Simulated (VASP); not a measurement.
A run of VASP 6.6.1 is set up as follows.

The input INCAR:

```
SYSTEM = HfB2
PREC = Accurate ; ENCUT = 520
EDIFF = 1E-6 ; ISMEAR = -1
SIGMA = 0.1 ; LREAL = .False.
LASPH = .True. ; NELM = 100
ALGO = Normal ; ISIF = 2
LWAVE = .False. ; LCHARG = .False.
GGA = PE ; NBANDS = 15
```

The input KPOINTS:

```
regular mesh
0
Gamma
  11 11 9
  0 0 0
```

The input POSCAR:

```
HfB2
1.0
    3.1400000000      0.0000000000      0.0000000000
   -1.5700000000      2.7193197679      0.0000000000
    0.0000000000      0.0000000000      3.4800000000
Hf B
1 2
Direct
    0.0000000000      0.0000000000      0.0000000000
    0.3333333333      0.6666666667      0.5000000000
    0.6666666667      0.3333333333      0.5000000000
```

Potentials or basis: VASP PAW PBE potentials, release 64 (Hf_pv, B).

Launch:

```console
$ cat potpaw_PBE.64/Hf_pv/POTCAR potpaw_PBE.64/B/POTCAR > POTCAR
$ mpirun -np 1 vasp_std > vasp.out
```

(1) Estimate the pressure.

(2) Predict the band gap on the k mesh.

Results:

(1) 1.0 GPa.

(2) zero (band 8 reaches 8.47 eV, above the bottom of band 9 at 7.17 eV).

Caveat: spin-orbit coupling is left out, which moves the levels of the heavy elements.
